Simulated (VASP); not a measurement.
Crystal: Ni.

```xyz
1
Lattice="0.0000 1.7619 1.7619 1.7619 0.0000 1.7619 1.7619 1.7619 0.0000" Properties=species:S:1:pos:R:3 pbc="T T T"
Ni    0.0000    0.0000    0.0000
```

* Program: VASP 6.6.1
* Task: relaxation of cell and atoms
* Functional: PBEsol
* Potentials or basis: VASP PAW PBE potentials, release 64 (Ni)
* Cutoff: 600 eV
* k mesh: 11 × 11 × 11
* Occupations: gaussian, width 0.05 eV
* Spin: collinear spin, ferromagnetic start
* Starting moments: [1.5] μB

At the start: pressure -11.0 GPa; volume 10.94 Å³/atom.

Problem. Where does the relaxation end?

Solution. Over 3 steps the energy falls by 21.4 meV/atom and the volume is 10.36 Å³/atom (-5.3 %); space group Fm-3m (No. 225, to 0.05 Å); moment 0.57 μB per cell.

The path:
| step | energy change (eV) | largest force (eV/Å) | pressure (GPa) | volume (Å³) |
| --- | --- | --- | --- | --- |
| 1 | 0.0000 | 0.0000 | -11.00 | 10.94 |
| 2 | 0.0029 | 0.0000 | 14.76 | 9.79 |
| 3 | -0.0214 | 0.0000 | -0.08 | 10.36 |

Final structure:
```
Ni
1.0
     0.00000    1.73011    1.73011
     1.73011    0.00000    1.73011
     1.73011    1.73011    0.00000
Ni
1
Direct
  0.00000 0.00000 0.00000
```

Caveat: the PAW data sets were made with another functional, which shifts forces and pressure a little.
